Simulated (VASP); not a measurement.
# Ca (I4/mmm) in VASP: a series of runs, part 2 of 3

VASP 6.6.1. Earlier steps stand in the parts before.

### Step 3. Single point, PBEsol

This run uses another cell than the first one, of 41.44 Å³/atom, 1.032 times its volume.

File INCAR:

```
ALGO = Normal
EDIFF = 1E-6
ENCUT = 520
GGA = PS
ISIF = 2
ISMEAR = -1
LASPH = True
LCHARG = False
LREAL = False
LWAVE = False
NBANDS = 11
NELM = 60
PREC = Accurate
SIGMA = 0.05
```

File KPOINTS:

```
k-points
0
Gamma
  9 9 9
```

File POSCAR:

```
Ca
1.0
   -2.1829286790      2.1829286790      2.1739305035
    2.1829286790     -2.1829286790      2.1739305035
    2.1829286790      2.1829286790     -2.1739305035
Ca
1
Direct
    0.5000000000      0.5000000000      0.0000000000
```

Potentials or basis: VASP PAW PBE potentials, release 64 (Ca_sv).

Launch:

```sh
$ cat potpaw_PBE.64/Ca_sv/POTCAR > POTCAR
$ mpirun -np 1 vasp_std > vasp.out
```

It used 17 s of CPU time on 1 thread of Intel Xeon 6975P-C, on a shared host.

Results (log left out):

* Free energy: -2.1212 eV
* Pressure: -0.4 GPa
* Band gap on the k mesh: zero (band 5 reaches 2.18 eV, above the bottom of band 6 at 2.00 eV)

Levels at points of the mesh, in eV from the Fermi level:
| k point | band 1 | band 2 | band 3 | band 4 | band 5 | band 6 | band 7 | band 8 | band 9 | band 10 |
| --- | --- | --- | --- | --- | --- | --- | --- | --- | --- | --- |
| (0.00, 0.00, 0.00) | -41.85 | -22.84 | -22.84 | -22.84 | -4.12 | 2.28 | 2.30 | 2.30 | 3.37 | 3.40 |

Caveat: the PAW data sets were made with another functional, which shifts forces and pressure a little.

### Step 4. Single point, PBEsol

This run uses another cell than the first one, of 42.72 Å³/atom, 1.064 times its volume.

File INCAR:

```
PREC = Accurate
ENCUT = 520
EDIFF = 1E-7
ISMEAR = -1
SIGMA = 0.05
LREAL = False
LASPH = True
NELM = 80
ALGO = Normal
ISIF = 2
LWAVE = False
LCHARG = False
GGA = PS
NBANDS = 11
```

File KPOINTS:

```
Automatic mesh
0
Gamma
  9 9 9
```

File POSCAR:

```
Ca
1.0
   -2.2052050000      2.2052050000      2.1961150000
    2.2052050000     -2.2052050000      2.1961150000
    2.2052050000      2.2052050000     -2.1961150000
Ca
1
Direct
    0.5000000000      0.5000000000      0.0000000000
```

Potentials or basis: VASP PAW PBE potentials, release 64 (Ca_sv).

Launch:

```sh
$ cat potpaw_PBE.64/Ca_sv/POTCAR > POTCAR
$ mpirun -np 1 vasp_std > vasp.out
```

OUTCAR:

```text
PREC = Accurate
   ENCUT = 520
   EDIFF = 1E-7
   ISMEAR = -1
   LREAL = False
   LASPH = True
   NELM = 80
   ISIF = 2
   GGA = PS

 ion  position               nearest neighbor table
   1  0.500  0.500  0.000-

  LATTYP: Found a body centered tetragonal cell.
 ALAT       =     4.4104100000
 C/A-ratio  =     0.9958779343

  Lattice vectors:

 A1 = (  -2.2052050000,   2.2052050000,   2.1961150000)
 A2 = (   2.2052050000,  -2.2052050000,   2.1961150000)
 A3 = (   2.2052050000,   2.2052050000,  -2.1961150000)

Analysis of symmetry for initial positions (statically):
=====================================================================
 Subroutine PRICEL returns:
 Original cell was already a primitive cell.

 Routine SETGRP: Setting up the symmetry group for a
 body centered tetragonal supercell.

 Subroutine GETGRP returns: Found 16 space group operations
 (whereof 16 operations were pure point group operations)
 out of a pool of 16 trial point group operations.

The static configuration has the point symmetry D_4h.

[... 156 lines left out ...]

 E-fermi :   1.9017     XC(G=0):  -7.7714

 val. band max:        1.8931985537   @ k =  -0.4444   0.4444   0.4444
 cond. band min:       1.9025430788   @ k =  -0.4444  -0.4444   0.4444
 fundamental gap:      0.0093445251
 Fermi energy:         1.9017421076

 k-point     1 :       0.0000    0.0000    0.0000
  band No.  band energies     occupation
      1     -40.0271      2.00000
      2     -21.0192      2.00000
      3     -21.0185      2.00000
      4     -21.0185      2.00000
      5      -2.1640      2.00000
      6       4.1413      0.00000
      7       4.1598      0.00000
      8       4.1598      0.00000
      9       5.1962      0.00000
     10       5.2198      0.00000
     11      12.0285      0.00000
[... 309 lines left out ...]
 k-point    24 :       0.4444    0.4444   -0.0000
  band No.  band energies     occupation
      1     -40.0124      2.00000
      2     -21.1497      2.00000
      3     -21.0697      2.00000
      4     -21.0240      2.00000
      5       1.1340      2.00000
      6       1.8596      1.39812
      7       3.1535      0.00000
      8       5.0413      0.00000
      9       5.4828      0.00000
     10       6.3153      0.00000
     11       7.0364      0.00000

 [... further k-points ...]
[... 5 lines left out ...]
  --------------------------------------------------------------------------------------
  -------------------------------------------------------------------------------------
  Total       -0.2209358     -0.2209358     -0.2223790      0.0000000      0.0000000      0.0000000
  in kB       -8.2863583     -8.2863583     -8.3404849      0.0000000      0.0000000      0.0000000
  external PRESSURE =      -8.3044005 kB  Pullay stress =       0.0000000 kB

 VOLUME and BASIS-vectors are now :
 -----------------------------------------------------------------------------
  energy-cutoff  :      520.00
  volume of cell :       42.72
      direct lattice vectors                 reciprocal lattice vectors
    -2.205205000  2.205205000  2.196115000     0.000000000  0.226736290  0.227674780
     2.205205000 -2.205205000  2.196115000     0.226736290  0.000000000  0.227674780
     2.205205000  2.205205000 -2.196115000     0.226736290  0.226736290  0.000000000

 POSITION                                       TOTAL-FORCE (eV/Angst)
 -----------------------------------------------------------------------------------
      0.00000      0.00000      2.19611        -0.000000     -0.000000      0.000000
 -----------------------------------------------------------------------------------
    total drift:                                0.000000     -0.000000      0.000000

  FREE ENERGIE OF THE ION-ELECTRON SYSTEM (eV)
  ---------------------------------------------------
  free  energy   TOTEN  =        -2.1166332306 eV

  energy  without entropy=       -2.1016045222  energy(sigma->0) =       -2.10911888
```

stdout:

```text
POSCAR found type information on POSCAR Ca
 POSCAR found :  1 types and       1 ions
 scaLAPACK will be used
 -----------------------------------------------------------------------------
|                                                                             |
|                                                                             |
|     You enforced a specific xc type in the INCAR file but a different       |
|     I HOPE YOU KNOW WHAT YOU ARE DOING!                                     |
|                                                                             |
 -----------------------------------------------------------------------------

 LDA part: xc-table for (Slater+PW92), standard interpolation
 POSCAR, INCAR and KPOINTS ok, starting setup
 FFT: planning ... GRIDC
 FFT: planning ... GRID_SOFT
 FFT: planning ... GRID
 WAVECAR not read
 entering main loop
```

Wall time 26 s (1 thread of Intel Xeon 6975P-C, shared host); peak memory 0.17 GiB.

What came out:

| Property | Result |
| --- | --- |
| Free energy | -2.1166 eV |
| Pressure | -0.8 GPa |
| Band gap on the k mesh | zero (band 5 reaches 2.06 eV, above the bottom of band 6 at 1.86 eV) |

Levels at points of the mesh, in eV from the Fermi level:
```tsv
k point	band 2	band 3	band 4	band 5	band 6	band 7	band 8	band 9
(0.00, 0.00, 0.00)	-22.92	-22.92	-22.92	-4.07	2.24	2.26	2.26	3.29
```

Caveat: the PAW data sets were made with another functional, which shifts forces and pressure a little.

### Step 5. Single point, PBEsol

This run uses another cell than the first one, of 44.00 Å³/atom, 1.096 times its volume.

File INCAR:

```
SYSTEM = Ca
ALGO     = Normal         ! electronic algorithm
EDIFF    = 1E-7           ! SCF threshold, eV
ENCUT    = 520            ! plane-wave cutoff, eV
GGA      = PS             ! functional
ISIF     = 2              ! what is computed and relaxed
ISMEAR   = -1             ! smearing method
LASPH    = .TRUE.         ! aspherical terms in the spheres
LCHARG   = .FALSE.        ! write CHGCAR
LREAL    = .FALSE.        ! projectors in reciprocal space
LWAVE    = .FALSE.        ! write WAVECAR
NBANDS   = 11             ! bands
NELM     = 80             ! most SCF steps
PREC     = Accurate       ! precision mode
SIGMA    = 0.05           ! smearing width, eV
```

File KPOINTS:

```
k-points
0
G
  9 9 9
  0 0 0
```

File POSCAR:

```
Ca
1.0
   -2.2270401329      2.2270401329      2.2178601271
    2.2270401329     -2.2270401329      2.2178601271
    2.2270401329      2.2270401329     -2.2178601271
Ca
1
Direct
    0.5000000000      0.5000000000      0.0000000000
```

Potentials or basis: VASP PAW PBE potentials, release 64 (Ca_sv).

Launch:

```sh
$ cat potpaw_PBE.64/Ca_sv/POTCAR > POTCAR
$ mpirun -np 1 vasp_std > vasp.out
```

OUTCAR:

```text
SYSTEM = Ca
   EDIFF = 1E-7
   ENCUT = 520
   GGA = PS
   ISIF = 2
   ISMEAR = -1
   LASPH = .TRUE.
   LREAL = .FALSE.
   NELM = 80
   PREC = Accurate

 ion  position               nearest neighbor table
   1  0.500  0.500  0.000-

  LATTYP: Found a body centered tetragonal cell.
 ALAT       =     4.4540802658
 C/A-ratio  =     0.9958779343

  Lattice vectors:

 A1 = (  -2.2270401329,   2.2270401329,   2.2178601271)
 A2 = (   2.2270401329,  -2.2270401329,   2.2178601271)
 A3 = (   2.2270401329,   2.2270401329,  -2.2178601271)

Analysis of symmetry for initial positions (statically):
=====================================================================
 Subroutine PRICEL returns:
 Original cell was already a primitive cell.

 Routine SETGRP: Setting up the symmetry group for a
 body centered tetragonal supercell.

 Subroutine GETGRP returns: Found 16 space group operations
 (whereof 16 operations were pure point group operations)
 out of a pool of 16 trial point group operations.

The static configuration has the point symmetry D_4h.

Analysis of symmetry for dynamics (positions and initial velocities):
=====================================================================
[... 160 lines left out ...]
 fundamental gap:      0.0462648596
 Fermi energy:         1.7868244320

 k-point     1 :       0.0000    0.0000    0.0000
  band No.  band energies     occupation
      1     -40.2147      2.00000
      2     -21.2096      2.00000
      3     -21.2090      2.00000
      4     -21.2090      2.00000
      5      -2.2235      2.00000
      6       3.9847      0.00000
      7       4.0026      0.00000
      8       4.0026      0.00000
      9       5.0076      0.00000
     10       5.0301      0.00000
     11      11.7693      0.00000
[... 309 lines left out ...]
 k-point    24 :       0.4444    0.4444   -0.0000
  band No.  band energies     occupation
      1     -40.2018      2.00000
      2     -21.3266      2.00000
      3     -21.2550      2.00000
      4     -21.2139      2.00000
      5       1.0323      2.00000
      6       1.7260      1.54295
      7       3.0288      0.00000
      8       4.8510      0.00000
      9       5.2802      0.00000
     10       6.0816      0.00000
     11       6.7492      0.00000

 [... further k-points ...]
[... 5 lines left out ...]
  --------------------------------------------------------------------------------------
  -------------------------------------------------------------------------------------
  Total       -0.3412881     -0.3412881     -0.3411502      0.0000000     -0.0000000      0.0000000
  in kB      -12.4274343    -12.4274343    -12.4224123      0.0000000     -0.0000000      0.0000000
  external PRESSURE =     -12.4257603 kB  Pullay stress =       0.0000000 kB

 VOLUME and BASIS-vectors are now :
 -----------------------------------------------------------------------------
  energy-cutoff  :      520.00
  volume of cell :       44.00
      direct lattice vectors                 reciprocal lattice vectors
    -2.227040133  2.227040133  2.217860127     0.000000000  0.224513242  0.225442531
     2.227040133 -2.227040133  2.217860127     0.224513242  0.000000000  0.225442531
     2.227040133  2.227040133 -2.217860127     0.224513242  0.224513242  0.000000000

 POSITION                                       TOTAL-FORCE (eV/Angst)
 -----------------------------------------------------------------------------------
      0.00000      0.00000      2.21786         0.000000     -0.000000      0.000000
 -----------------------------------------------------------------------------------
    total drift:                                0.000000     -0.000000      0.000000

  FREE ENERGIE OF THE ION-ELECTRON SYSTEM (eV)
  ---------------------------------------------------
  free  energy   TOTEN  =        -2.1085653950 eV

  energy  without entropy=       -2.0940756022  energy(sigma->0) =       -2.10132050
```

OSZICAR:

```text
N       E                     dE             d eps       ncg     rms          rms(c)
DAV:   1     0.715636885143E+02    0.71564E+02   -0.52717E+03  1650   0.800E+02
DAV:   2     0.128505669346E+01   -0.70279E+02   -0.69622E+02  1794   0.221E+02
DAV:   3    -0.192580932418E+01   -0.32109E+01   -0.31793E+01  2909   0.395E+01
DAV:   4    -0.211193770877E+01   -0.18613E+00   -0.18583E+00  2177   0.507E+00
DAV:   5    -0.211329088483E+01   -0.13532E-02   -0.13530E-02  2289   0.585E-01    0.232E+00
DAV:   6    -0.211001113873E+01    0.32797E-02   -0.73949E-03  2065   0.101E+00    0.140E+00
DAV:   7    -0.210869389434E+01    0.13172E-02   -0.14309E-02  1793   0.145E+00    0.867E-02
DAV:   8    -0.210855416602E+01    0.13973E-03   -0.97208E-04  2133   0.272E-01    0.180E-02
DAV:   9    -0.210856443638E+01   -0.10270E-04   -0.70174E-05  2114   0.716E-02    0.601E-03
DAV:  10    -0.210856578609E+01   -0.13497E-05   -0.51356E-06  2598   0.196E-02    0.120E-03
DAV:  11    -0.210856519852E+01    0.58758E-06   -0.26761E-07  1959   0.567E-03    0.158E-03
DAV:  12    -0.210856539566E+01   -0.19715E-06   -0.42666E-08  1194   0.233E-03    0.131E-04
DAV:  13    -0.210856539498E+01    0.67701E-09   -0.71970E-09  1005   0.657E-04
   1 F= -.21085654E+01 E0= -.21013205E+01  d E =-.144898E-01
```

stdout:

```text
POSCAR found type information on POSCAR Ca
 POSCAR found :  1 types and       1 ions
 scaLAPACK will be used
 -----------------------------------------------------------------------------
|                                                                             |
|                                                                             |
|     You enforced a specific xc type in the INCAR file but a different       |
|     I HOPE YOU KNOW WHAT YOU ARE DOING!                                     |
|                                                                             |
 -----------------------------------------------------------------------------

 LDA part: xc-table for (Slater+PW92), standard interpolation
 POSCAR, INCAR and KPOINTS ok, starting setup
 FFT: planning ... GRIDC
 FFT: planning ... GRID_SOFT
 FFT: planning ... GRID
 WAVECAR not read
 entering main loop
```

Wall time 41 s (1 thread of Intel Xeon 6975P-C, shared host); peak memory 0.19 GiB.

Results:

```yaml
Free_energy: -2.1086 eV
Pressure: -1.2 GPa
Band_gap_on_the_k_mesh: zero (band 5 reaches 1.94 eV, above the bottom of band 6 at 1.73 eV)
```

Levels at points of the mesh, in eV from the Fermi level:
```
           k point  band 3  band 4  band 5  band 6  band 7  band 8
(0.00, 0.00, 0.00)  -23.00  -23.00   -4.01    2.20    2.22    2.22
```

Caveat: the PAW data sets were made with another functional, which shifts forces and pressure a little.

(Part 2 of 3 ends here.)
